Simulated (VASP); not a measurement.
Set up this calculation in VASP 6.6.1, as the native input.

- Task: single point
- Functional: r2SCAN
- Potentials or basis: VASP PAW PBE potentials, release 64 (Si)
- Cutoff: 520 eV
- k mesh: 24 × 24 × 20
- Occupations: gaussian, width 0.15 eV
- Spin: no spin polarisation
- Dipole correction: no
- Further INCAR settings: ALGO = Normal; EDIFF = 1e-06; NBANDS = 8

Crystal: Si.

```
Si
1.0
     2.68606    0.00000    0.00000
    -1.34303    2.32619    0.00000
     0.00000    0.00000    2.34304
Si
1
Cartesian
  0.0000 0.0000 0.0000
```

This cell differs from its parent crystal: strain +0.025 along x and y, -0.050 along z.

These files were run (other wordings do the same):

POSCAR

```
Si
1.0
    2.6860563853      0.0000000000      0.0000000000
   -1.3430281927      2.3261930656      0.0000000000
    0.0000000000      0.0000000000      2.3430366705
Si
1
Direct
    0.0000000000      0.0000000000      0.0000000000
```

INCAR.step1

```
SYSTEM = Si
  PREC = Accurate
  ENCUT = 520
  ISMEAR = 0
  SIGMA = 0.15
  LREAL = .FALSE.
  LASPH = .TRUE.
  NELM = 100
  NBANDS = 8
  GGA = PE
  ALGO = Normal
  EDIFF = 1E-4
  LWAVE = .TRUE.
  LCHARG = .FALSE.
```

INCAR.step2

```
SYSTEM = Si
  PREC = Accurate
  ENCUT = 520
  EDIFF = 1E-6
  ISMEAR = 0
  SIGMA = 0.15
  LREAL = .FALSE.
  LASPH = .TRUE.
  NELM = 100
  ALGO = Normal
  ISIF = 2
  LWAVE = .FALSE.
  LCHARG = .FALSE.
  METAGGA = R2SCAN
  LMIXTAU = .TRUE.
  NBANDS = 8
  ISTART = 1
```

KPOINTS

```
Automatic mesh
0
G
  24 24 20
  0 0 0
```

Potentials or basis: VASP PAW PBE potentials, release 64 (Si).

Launch:

```sh
$ cat potpaw_PBE.64/Si/POTCAR > POTCAR
$ cp INCAR.step1 INCAR
$ mpirun -np 1 vasp_std > vasp.out
$ cp INCAR.step2 INCAR
$ mpirun -np 1 vasp_std > vasp.out
```

It gave:

The pressure is 4.5 GPa and the band gap on the k mesh is zero (band 2 reaches 18.13 eV, above the bottom of band 3 at 4.68 eV).

Caveat: the cell differs from its parent crystal (strain +0.025 along x and y, -0.050 along z); the PAW data sets were made with another functional, which shifts forces and pressure a little.

It took 2.9 min on 1 thread of Intel(R) Xeon(R) Platinum 8375C CPU @ 2.90GHz (Ice Lake), on a shared host, peak memory 0.17 GiB.
